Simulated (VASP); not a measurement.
# Zn (I4/mmm) in VASP: notebook, part 2 of 2

VASP 6.6.1. Earlier steps stand in the parts before.

## Step 3: Single point, LDA (normal strain along x +0.0000, normal strain along z +0.0400)

INCAR

```
ALGO = Normal
EDIFF = 1E-6
ENCUT = 520
GGA = CA
ISIF = 2
ISMEAR = 0
LASPH = T
LCHARG = T
LELF = T
LREAL = F
LVHAR = T
LWAVE = F
NBANDS = 12
NELM = 60
PREC = Accurate
SIGMA = 0.15
```

KPOINTS

```
k-points
0
Gamma
  20 20 20
```

POSCAR

```
Zn
1.0
   -1.5056386871      1.5056386871      1.5658642346
    1.5056386871     -1.5056386871      1.5658642346
    1.5056386871      1.5056386871     -1.5658642346
Zn
1
Direct
    0.0000000000      0.0000000000      0.0000000000
```

Potentials or basis: VASP PAW LDA potentials, release 64 (Zn).

Launch:

```sh
cat potpaw_LDA.64/Zn/POTCAR > POTCAR
mpirun -np 1 vasp_std > vasp.out
```

OUTCAR:

```text
EDIFF = 1E-6
   ENCUT = 520
   GGA = CA
   ISIF = 2
   ISMEAR = 0
   LASPH = T
   LREAL = F
   NELM = 60
   PREC = Accurate

 ion  position               nearest neighbor table
   1  0.000  0.000  0.000-

  LATTYP: Found a body centered tetragonal cell.
 ALAT       =     3.0112773742
 C/A-ratio  =     1.0400000000

  Lattice vectors:

 A1 = (  -1.5056386871,   1.5056386871,   1.5658642346)
 A2 = (   1.5056386871,  -1.5056386871,   1.5658642346)
 A3 = (   1.5056386871,   1.5056386871,  -1.5658642346)

Analysis of symmetry for initial positions (statically):
=====================================================================
 Subroutine PRICEL returns:
 Original cell was already a primitive cell.

 Routine SETGRP: Setting up the symmetry group for a
 body centered tetragonal supercell.

 Subroutine GETGRP returns: Found 16 space group operations
 (whereof 16 operations were pure point group operations)
 out of a pool of 16 trial point group operations.

The static configuration has the point symmetry D_4h.

Analysis of symmetry for dynamics (positions and initial velocities):
=====================================================================
 Subroutine PRICEL returns:
 Original cell was already a primitive cell.

 Routine SETGRP: Setting up the symmetry group for a
 body centered tetragonal supercell.

 Subroutine GETGRP returns: Found 16 space group operations
 (whereof 16 operations were pure point group operations)
 out of a pool of 16 trial point group operations.

The dynamic configuration has the point symmetry D_4h.

 Subroutine INISYM returns: Found 16 space group operations
 (whereof 16 operations are pure point group operations),
 and found     1 'primitive' translations

----------------------------------------------------------------------------------------

                                     Primitive cell

  volume of cell :      14.1989

[... 107 lines left out ...]
  volume/ion in A,a.u.               =      14.20        95.82
  Fermi-wavevector in a.u.,A,eV,Ry     =   1.547807  2.924930 32.595551  2.395705
  Thomas-Fermi vector in A             =   2.652847
   LORBIT       =      0    0 simple, 1 ext, 2 COOP (PROOUT), +10 PAW based schemes
   GGA     = CA    functional components
   LHFCALC =     F    Hartree Fock is set to
   AEXX    =    0.0000 exact exchange contribution
   IVDW    =     0    specifies the selected vdW correction
   LEPSILON=     F    determine dielectric tensor
   LRPA    =     F    only Hartree local field effects (RPA)
 non-spin polarized calculation
 Gauss-broadening in eV      SIGMA  =   0.15
  energy-cutoff  :      520.00
  volume of cell :       14.20
 maximum number of plane-waves:       399
   NGX =  9   NGY =  9   NGZ =  9

 number of electron      11.9999992 magnetization

 Free energy of the ion-electron system (eV)
  ---------------------------------------------------
  ext. energy  EPLUGINS =         0.00000000
  ---------------------------------------------------
  free energy    TOTEN  =        -1.77765700 eV

  energy without entropy =       -1.77428473  energy(sigma->0) =       -1.77597086

 E-fermi :   3.5437     XC(G=0): -12.2703

 val. band max:        3.5048487170   @ k =   0.3500   0.3000   0.0000
 cond. band min:       3.5476433125   @ k =   0.3500   0.2000   0.1000
 fundamental gap:      0.0427945955
 Fermi energy:         3.5437238369

 k-point     1 :       0.0000    0.0000    0.0000
  band No.  band energies     occupation
      1      -7.5496      2.00000
      2      -4.6188      2.00000
      3      -4.6188      2.00000
      4      -4.5392      2.00000
      5      -4.0502      2.00000
      6      -3.9785      2.00000
      7      23.2779      0.00000
      8      23.6431      0.00000
      9      23.6431      0.00000
     10      24.5981      0.00000
     11      25.5771      0.00000
     12      25.5771      0.00000
[... 331 lines left out ...]
 k-point    24 :      -0.3500    0.0500    0.0000
  band No.  band energies     occupation
      1      -5.3481      2.00000
      2      -4.8187      2.00000
      3      -4.1232      2.00000
      4      -4.0338      2.00000
      5      -3.9438      2.00000
      6      -3.2333      2.00000
      7       8.3544      0.00000
      8      16.3537      0.00000
      9      17.5425      0.00000
     10      21.3495      0.00000
     11      22.5936      0.00000
     12      26.8341      0.00000

 [... further k-points ...]
[... 5 lines left out ...]
  --------------------------------------------------------------------------------------
  -------------------------------------------------------------------------------------
  Total       -0.2890473     -0.2890473     -0.1360304      0.0000000      0.0000000      0.0000000
  in kB      -32.6154820    -32.6154820    -15.3493888      0.0000000      0.0000000      0.0000000
  external PRESSURE =     -26.8601176 kB  Pullay stress =       0.0000000 kB

 VOLUME and BASIS-vectors are now :
 -----------------------------------------------------------------------------
  energy-cutoff  :      520.00
  volume of cell :       14.20
      direct lattice vectors                 reciprocal lattice vectors
    -1.505638687  1.505638687  1.565864235     0.000000000  0.332084984  0.319312485
     1.505638687 -1.505638687  1.565864235     0.332084984  0.000000000  0.319312485
     1.505638687  1.505638687 -1.565864235     0.332084984  0.332084984  0.000000000

 POSITION                                       TOTAL-FORCE (eV/Angst)
 -----------------------------------------------------------------------------------
      0.00000      0.00000      0.00000         0.000000     -0.000000     -0.000000
 -----------------------------------------------------------------------------------
    total drift:                                0.000000     -0.000000      0.000000

  FREE ENERGIE OF THE ION-ELECTRON SYSTEM (eV)
  ---------------------------------------------------
  free  energy   TOTEN  =        -1.7776569980 eV

  energy  without entropy=       -1.7742847254  energy(sigma->0) =       -1.77597086
```

OSZICAR:

```text
N       E                     dE             d eps       ncg     rms          rms(c)
DAV:   1     0.419486542453E+02    0.41949E+02   -0.65820E+03 15932   0.162E+03
DAV:   2    -0.654367205852E+00   -0.42603E+02   -0.39997E+02 15980   0.216E+02
DAV:   3    -0.191290695027E+01   -0.12585E+01   -0.12561E+01 17812   0.370E+01
DAV:   4    -0.191579254125E+01   -0.28856E-02   -0.28855E-02 16776   0.169E+00
DAV:   5    -0.191579464547E+01   -0.21042E-05   -0.21039E-05 17440   0.451E-02    0.333E+00
DAV:   6    -0.179208438058E+01    0.12371E+00   -0.62377E-01 17432   0.162E+01    0.244E+00
DAV:   7    -0.178211485787E+01    0.99695E-02   -0.13558E-02 16776   0.234E+00    0.123E+00
DAV:   8    -0.177766901355E+01    0.44458E-02   -0.16437E-03 19460   0.539E-01    0.272E-02
DAV:   9    -0.177765690017E+01    0.12113E-04   -0.90413E-05 23364   0.147E-01    0.216E-02
DAV:  10    -0.177765699805E+01   -0.97871E-07   -0.64219E-06 16200   0.435E-02
   1 F= -.17776570E+01 E0= -.17759709E+01  d E =-.337227E-02
```

Run time: 29 s. Hardware: 1 thread of Intel Xeon 6975P-C (Granite Rapids), shared host; peak memory 0.2 GiB.

What came out:

- Free energy: -1.7777 eV
- Pressure: -2.7 GPa
- Band gap on the k mesh: zero (band 6 reaches 7.07 eV, above the bottom of band 7 at 2.47 eV)

Levels at points of the mesh, in eV from the Fermi level:
| k point | band 2 | band 3 | band 4 | band 5 | band 6 | band 7 | band 8 | band 9 | band 10 | band 11 |
| --- | --- | --- | --- | --- | --- | --- | --- | --- | --- | --- |
| (0.00, 0.00, 0.00) | -8.16 | -8.16 | -8.08 | -7.59 | -7.52 | 19.73 | 20.10 | 20.10 | 21.05 | 22.03 |
| (0.50, 0.00, 0.00) | -8.46 | -7.63 | -7.51 | -7.17 | -3.10 | -1.07 | 12.11 | 13.54 | 16.32 | 18.04 |
| (0.50, 0.50, 0.00) | -8.55 | -7.53 | -7.49 | -7.16 | -2.87 | -0.67 | 11.21 | 12.51 | 15.43 | 17.16 |
| (0.50, 0.50, 0.50) | -8.78 | -7.27 | -7.25 | -7.25 | 3.41 | 4.65 | 4.65 | 7.69 | 9.18 | 9.29 |

Caveat: the cell differs from its parent crystal (normal strain along x +0.0000, normal strain along z +0.0400).
